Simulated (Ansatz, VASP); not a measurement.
One calculation of CdIn2O4, two programs

The input INCAR:

```
  ALGO = Normal
  EDIFF = 1E-6
  ENCUT = 600
  GGA = PE
  GGA_COMPAT = False
  ISIF = 2
  ISMEAR = -1
  LASPH = True
  LCHARG = False
  LREAL = False
  LWAVE = False
  NBANDS = 75
  NELM = 120
  PREC = Accurate
  SIGMA = 0.1
```

KPOINTS

```
k-points
0
Gamma
  5 5 5
```

The input POSCAR:

```
CdIn2O4
1.0
    0.0000000000      4.6215810000      4.6215810000
    4.6215810000      0.0000000000      4.6215810000
    4.6215810000      4.6215810000      0.0000000000
In O Cd
4 8 2
Direct
    0.6250000000      0.6250000000      0.6250000000
    0.1250000000      0.6250000000      0.6250000000
    0.6250000000      0.6250000000      0.1250000000
    0.6250000000      0.1250000000      0.6250000000
    0.8650000000      0.8650000000      0.8650000000
    0.8450000000      0.3850000000      0.3850000000
    0.8650000000      0.8650000000      0.4050000000
    0.3850000000      0.8450000000      0.3850000000
    0.4050000000      0.8650000000      0.8650000000
    0.3850000000      0.3850000000      0.3850000000
    0.8650000000      0.4050000000      0.8650000000
    0.3850000000      0.3850000000      0.8450000000
    0.0000000000      0.0000000000      0.0000000000
    0.2500000000      0.2500000000      0.2500000000
```

Input for Ansatz:

```yaml
crystal:
  lattice:
    - [0.0, 4.621581, 4.621581]
    - [4.621581, 0.0, 4.621581]
    - [4.621581, 4.621581, 0.0]
  atoms:
    - { symbol: In, position: [0.625, 0.625, 0.625] }
    - { symbol: In, position: [0.125, 0.625, 0.625] }
    - { symbol: In, position: [0.625, 0.625, 0.125] }
    - { symbol: In, position: [0.625, 0.125, 0.625] }
    - { symbol: O, position: [0.865, 0.865, 0.865] }
    - { symbol: O, position: [0.845, 0.385, 0.385] }
    - { symbol: O, position: [0.865, 0.865, 0.405] }
    - { symbol: O, position: [0.385, 0.845, 0.385] }
    - { symbol: O, position: [0.405, 0.865, 0.865] }
    - { symbol: O, position: [0.385, 0.385, 0.385] }
    - { symbol: O, position: [0.865, 0.405, 0.865] }
    - { symbol: O, position: [0.385, 0.385, 0.845] }
    - { symbol: Cd, position: [0.0, 0.0, 0.0] }
    - { symbol: Cd, position: [0.25, 0.25, 0.25] }
  symmetry: { tolerance: 0.0003 }
kpoints:
  mp_grid: { grid: [5, 5, 5], shift: [0, 0, 0] }
  band_path:
    path:
      - [0.0, 0.0, 0.0]
      - [0.5, 0.0, 0.5]
      - [0.625, 0.25, 0.625]
      - [0.375, 0.375, 0.75]
      - [0.0, 0.0, 0.0]
      - [0.5, 0.5, 0.5]
      - [0.5, 0.25, 0.75]
      - [0.5, 0.0, 0.5]
    npoints: 8
magnetization:
  spin_polarized: false
scf:
  occupations: { method: fermi_dirac }
  lower_state_search: "off"
  max_iter: 200
hamiltonian:
  pseudopotentials: { kind: paw }
  xc: pbe
basis:
  ecutwfc: 420
  fft_grid_basis: typed
output:
  forces: true
  stress: true
  eigenvalues: true
  bader: true
  populations: true
  elf: true
  write_potential: true
  volumetric_format: npy
  dos:
    e_range: [-12, 8]
    de: 0.05
    projected: { site_lists: { Cd: [Cd], In: [In], O: [O] } }
checkpoint:
  read: saved_state
```

Alike in both runs: task single point; functional PBE; k mesh 5 × 5 × 5; no spin polarisation.

```csv
,VASP,Ansatz
version,VASP 6.6.1,Ansatz 0.2.0
potentials or method,"VASP PAW PBE potentials, release 64 (In_d, O, Cd), cutoff 600 eV",PAW plane waves
occupations,"fermi-dirac, width 0.1 eV",fermi-dirac
valence electrons in the cell,124,140
```

|  | VASP | Ansatz | Ansatz less VASP |
| --- | --- | --- | --- |
| pressure (GPa) | 2.8 | 2.2 | -0.58 |
| rms of the force components (eV/Å) | 0.406 | 0.379 | -0.0265 |

Atom by atom the forces differ by 0.026 eV/Å (rms over components). VASP's potentials hold 124 valence electrons a cell and Ansatz's 140, so a difference there can come from the potentials and not from the codes.
